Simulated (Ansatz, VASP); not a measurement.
**One calculation of BaTiO3, two programs**

Contents of INCAR:

```
SYSTEM = BaTiO3
PREC = Accurate
ENCUT = 1340
EDIFF = 1E-6
ISMEAR = 0
SIGMA = 0.05
LREAL = .False.
LASPH = .True.
NELM = 120
ALGO = Normal
ISIF = 2
LWAVE = .False.
LCHARG = .False.
GGA = PE
NBANDS = 28
GGA_COMPAT = .False.
```

KPOINTS

```
Automatic mesh
0
Gamma
  8 8 6
  0 0 0
```

POSCAR

```
BaTiO3
1.0
    4.1049142711      0.0000000000      0.0000000000
    0.0000000000      4.1049142711      0.0000000000
    0.0000000000      0.0000000000      4.2648343547
Ba Ti O
1 1 3
Direct
    0.0000000000      0.0000000000      0.9863187693
    0.5000000000      0.5000000000      0.4690806688
    0.5000000000      0.5000000000      0.0378497747
    0.5000000000      0.0000000000      0.5173753936
    0.0000000000      0.5000000000      0.5173753936
```

Input for Ansatz:

```yaml
crystal:
  lattice:
    - [4.1049142711, 0.0, 0.0]
    - [0.0, 4.1049142711, 0.0]
    - [0.0, 0.0, 4.2648343547]
  atoms:
    - { symbol: Ba, position: [0.0, 0.0, 0.9863187693] }
    - { symbol: Ti, position: [0.5, 0.5, 0.4690806688] }
    - { symbol: O, position: [0.5, 0.5, 0.0378497747] }
    - { symbol: O, position: [0.5, 0.0, 0.5173753936] }
    - { symbol: O, position: [0.0, 0.5, 0.5173753936] }
basis:
  ecutwfc: 420
kpoints:
  mp_grid: { grid: [8, 8, 6] }
hamiltonian:
  xc: pbe
scf:
  occupations: { method: gaussian, width: 0.05 }
output:
  forces: true
  stress: true
  eigenvalues: true
```

Change from the starting cell: strain +0.030 along x and y, +0.015 along z, atoms carried along.

Alike in both runs: task single point; functional PBE; k mesh 8 × 8 × 6; occupations gaussian, width 0.05 eV; no spin polarisation.

|  | VASP | Ansatz |
| --- | --- | --- |
| version | VASP 6.6.1 | Ansatz 0.2.0 |
| potentials or method | VASP PAW PBE potentials, release 64 (Ba_sv, Ti_sv, O_h), cutoff 1340 eV | scalar-relativistic, plane waves, PAW |
| valence electrons in the cell | 40 | 40 |

Ansatz gave:

```
gap on the k mesh at the Fermi level (eV)                     : 1.69
least direct gap on the mesh (eV)                             : 2.21
pressure (GPa)                                                : -9.7
traceless stress, the component that is largest in VASP (GPa) : 1.37
rms of the force components (eV/Å)                            : 0.222
```

Question: Estimate VASP's values.

Answer: gap on the k mesh at the Fermi level (eV): 1.64; least direct gap on the mesh (eV): 2.18; pressure (GPa): -8.7; traceless stress, the component that is largest in VASP (GPa): 1.38; rms of the force components (eV/Å): 0.204.

Atom by atom the forces differ by 0.022 eV/Å (rms over components). With one functional, cell and mesh, what is left measures potentials, basis and numerics.

Neither program's run includes spin-orbit coupling.
